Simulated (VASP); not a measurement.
# HfB3N (R32) in VASP: notebook, part 2 of 2

VASP 6.6.1. Earlier steps stand in the parts before.

**4. Relaxation of cell and atoms, PBE**

This run uses another cell than the first one, of 11.38 Å³/atom.

INCAR reads:

```
SYSTEM = HfB3N
PREC = Accurate
ENCUT = 600
EDIFF = 1E-7
ISMEAR = 0
SIGMA = 0.1
LREAL = .FALSE.
LASPH = .TRUE.
NELM = 120
ALGO = Normal
ISIF = 3
LWAVE = .FALSE.
LCHARG = .FALSE.
GGA = PE
IBRION = 2
NSW = 90
EDIFFG = -0.04
GGA_COMPAT = .FALSE.
NELMIN = 4
```

KPOINTS reads:

```
Automatic mesh
0
G
  6 6 6
  0 0 0
```

POSCAR reads:

```
HfB3N
1.0
    2.4313117200      1.4037184800      2.7780017500
   -2.4313117200      1.4037184800      2.7780017500
    0.0000000000     -2.8074369600      2.7780017500
Hf B N
1 3 1
Direct
    0.0000000000      0.0000000000      0.0000000000
    0.5000000000      0.7514317500      0.2485682500
    0.2485682500      0.5000000000      0.7514317500
    0.7514317500      0.2485682500      0.5000000000
    0.5000000000      0.5000000000      0.5000000000
```

Potentials or basis: VASP PAW PBE potentials, release 64 (Hf_pv, B, N).

Started as:

```console
$ cat potpaw_PBE.64/Hf_pv/POTCAR potpaw_PBE.64/B/POTCAR potpaw_PBE.64/N/POTCAR > POTCAR
$ mpirun -np 1 vasp_std > vasp.out
```

OUTCAR:

```text
SYSTEM = HfB3N
   PREC = Accurate
   ENCUT = 600
   EDIFF = 1E-7
   ISMEAR = 0
   LREAL = .FALSE.
   LASPH = .TRUE.
   NELM = 120
   ISIF = 3
   GGA = PE
   IBRION = 2
   NSW = 90
   EDIFFG = -0.04
   NELMIN = 4

 ion  position               nearest neighbor table
   1  0.000  0.000  0.000-   2 2.32   3 2.32   4 2.32   4 2.32   3 2.32   2 2.32
   2  0.500  0.751  0.249-   5 1.22   4 2.12   3 2.12   1 2.32   1 2.32
   3  0.249  0.500  0.751-   5 1.22   4 2.12   2 2.12   1 2.32   1 2.32
   4  0.751  0.249  0.500-   5 1.22   2 2.12   3 2.12   1 2.32   1 2.32
   5  0.500  0.500  0.500-   4 1.22   3 1.22   2 1.22

  LATTYP: Found a trigonal (rhomboedric) cell.
 ALAT       =     3.9495564317
 COS(alpha) =     0.2420952338

  Lattice vectors:

 A1 = (   2.4313117200,   1.4037184800,   2.7780017500)
 A2 = (  -2.4313117200,   1.4037184800,   2.7780017500)
[... 192 lines left out ...]
  in kB      803.8874942    803.8874987      5.5512129      0.0000000      0.0000000      0.0000000
  external PRESSURE =     537.7754019 kB  Pullay stress =       0.0000000 kB
[... 1019 lines left out ...]
      5      -5.9359      2.00000
      6      -5.6898      2.00000
[... 8 lines left out ...]
     15       5.5944      0.00000
     16       6.7109      0.00000

 [... further k-points ...]

[... ionic steps 4 to 32 ...]

--------------------------------------- Ionic step       33  -------------------------------------------

 number of electron      24.0000001 magnetization

------------------------ aborting loop because EDIFF is reached ----------------------------------------
[... 73 lines left out ...]
--------------------------------------- Ionic step       35  -------------------------------------------

 number of electron      24.0000001 magnetization

 Free energy of the ion-electron system (eV)
  ---------------------------------------------------
  ext. energy  EPLUGINS =         0.00000000
  ---------------------------------------------------
  free energy    TOTEN  =       -39.41353262 eV

  energy without entropy =      -39.40768993  energy(sigma->0) =      -39.41061127

 E-fermi :   6.0450     XC(G=0): -11.6287

 val. band max:        6.0370435144   @ k =   0.1667   0.1667   0.1667
 cond. band min:       6.0701559033   @ k =   0.5000   0.5000   0.1667
 fundamental gap:      0.0331123890
 Fermi energy:         6.0449863322
[... 488 lines left out ...]
  FREE ENERGIE OF THE ION-ELECTRON SYSTEM (eV)
  ---------------------------------------------------
  free  energy   TOTEN  =       -39.4135326154 eV

  energy  without entropy=      -39.4076899332  energy(sigma->0) =      -39.41061127

 reached required accuracy - stopping structural energy minimisation
```

OSZICAR:

```text
N       E                     dE             d eps       ncg     rms          rms(c)
[... 396 lines left out ...]
DAV:   2    -0.394171384854E+02    0.16254E-01   -0.51405E-02  1112   0.185E+00    0.876E-01
DAV:   3    -0.394140570487E+02    0.30814E-02   -0.14259E-02  1336   0.910E-01    0.448E-01
DAV:   4    -0.394136721745E+02    0.38487E-03   -0.71298E-04  1280   0.223E-01    0.362E-01
DAV:   5    -0.394135543710E+02    0.11780E-03   -0.25985E-04  1192   0.116E-01    0.134E-01
DAV:   6    -0.394135355303E+02    0.18841E-04   -0.62845E-05  1344   0.536E-02    0.456E-02
DAV:   7    -0.394135325100E+02    0.30203E-05   -0.19058E-05  1360   0.309E-02    0.124E-02
DAV:   8    -0.394135326230E+02   -0.11301E-06   -0.54697E-07  1176   0.658E-03    0.535E-03
DAV:   9    -0.394135326154E+02    0.76782E-08   -0.13966E-07   600   0.290E-03
  35 F= -.39413533E+02 E0= -.39410611E+02  d E =-.294119E-01
```

Wall time 20 min (1 thread of Intel Xeon 8259CL, shared host); peak memory 0.23 GiB.

Results:

| Quantity | Value |
| --- | --- |
| Free energy | -39.4135 eV |
| Relaxed volume | 9.95 Å³/atom |
| Relaxed cell | a = 3.902 Å, b = 3.902 Å, c = 3.902 Å, α = 106.80°, β = 106.80°, γ = 106.80° |
| Space group after relaxing (to 0.1 Å) | R32 (No. 155) |
| Pressure after relaxing | 0.0 GPa |
| Largest force after relaxing | 0.031 eV/Å |
| Band gap on the k mesh | zero (bands 12 and 13 overlap by 1.04 eV) |

Forces in eV/Å, atoms in the order of the input:
```
Hf   0.000  0.000  0.000
B   -0.015  0.027  0.000
B   -0.015 -0.027  0.000
B    0.031  0.000  0.000
N    0.000  0.000  0.000
```

Stress tensor (GPa, compression positive):
```
-0.16  0.00  0.00
 0.00 -0.16  0.00
 0.00  0.00  0.26
```

Final structure:
```
CELL_PARAMETERS angstrom
3.13281 1.80873 1.46321
-3.13281 1.80873 1.46321
0.00000 -3.61746 1.46321
ATOMIC_POSITIONS crystal
Hf 0.00000 0.00000 0.00000
B 0.50000 0.74283 0.25717
B 0.25717 0.50000 0.74283
B 0.74283 0.25717 0.50000
N 0.50000 0.50000 0.50000
```

Caveat: spin-orbit coupling is left out, which moves the levels of the heavy elements.

**5. The runs side by side**

| task | cell | gap on the mesh (eV) | pressure (GPa) | largest force (eV/Å) |
| --- | --- | --- | --- | --- |
| single point | a = 3.912 Å, angles 106.8°, 5 atoms, atomic positions A | none | -0.6 | 0.02 |
| single point | a = 3.950 Å, angles 76.0°, 5 atoms, atomic positions B | none | 53.8 | 12.42 |
| relaxation of cell and atoms | relaxed from a = 3.950 Å, angles 76.0°, 5 atoms, atomic positions B | none | 0.0 | 0.03 |

Alike in all rows: level PBE; potentials or basis VASP PAW PBE potentials, release 64 (Hf_pv, B, N); no spin polarisation; k mesh 6 × 6 × 6; cutoff (eV) 600; smearing gaussian 0.1 eV.

Caveats: spin-orbit coupling is left out, which moves the levels of the heavy elements; the cell stands under pressure (at least some runs); forces of over 1 eV/Å act on the atoms, so gaps and moduli don't describe the material at rest (at least some runs).

Absolute energies hang on the potentials; compare differences alone.
